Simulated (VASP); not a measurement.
CaO, 2 atoms in the cell. Symmetry: I4/mmm, No. 139, tetragonal system. The conventional cell has a = 3.325 Å, b = 3.325 Å, c = 5.290 Å, α = 90.00°, β = 90.00°, γ = 90.00°. Ca (site symmetry 4/mmm) has 6 O at 2.35 to 2.64 Å within 3.1 Å. O (site symmetry 4/mmm) has 6 Ca at 2.35 to 2.64 Å within 3.1 Å.  This cell differs from its parent crystal: strain -0.040 along x and y, +0.080 along z.

```yaml
Program: VASP 6.6.1
Task: single point
Functional: r2SCAN
Potentials_or_basis: VASP PAW PBE potentials, release 64 (Ca_sv, O)
Cutoff: 520 eV
k_mesh: 8 × 8 × 8
Occupations: gaussian, width 0.05 eV
Spin: no spin polarisation
Dipole_correction: no
Further_INCAR_settings: ALGO = Normal; EDIFF = 1e-07; NBANDS = 15
```

Potentials or basis: VASP PAW PBE potentials, release 64 (Ca_sv, O).

Run with:

```console
$ cat potpaw_PBE.64/Ca_sv/POTCAR potpaw_PBE.64/O/POTCAR > POTCAR
$ cp INCAR.step1 INCAR
$ mpirun -np 1 vasp_std > vasp.out
$ cp INCAR.step2 INCAR
$ mpirun -np 1 vasp_std > vasp.out
```

Hardware: 1 thread of Intel(R) Xeon(R) 6975P-C (Granite Rapids), on a shared host.

**Question.** How long does it take, and how much memory?

**Answer.** It took 56 s on 1 thread of Intel(R) Xeon(R) 6975P-C (Granite Rapids), on a shared host, peak memory 0.17 GiB. Counts: k points 59.
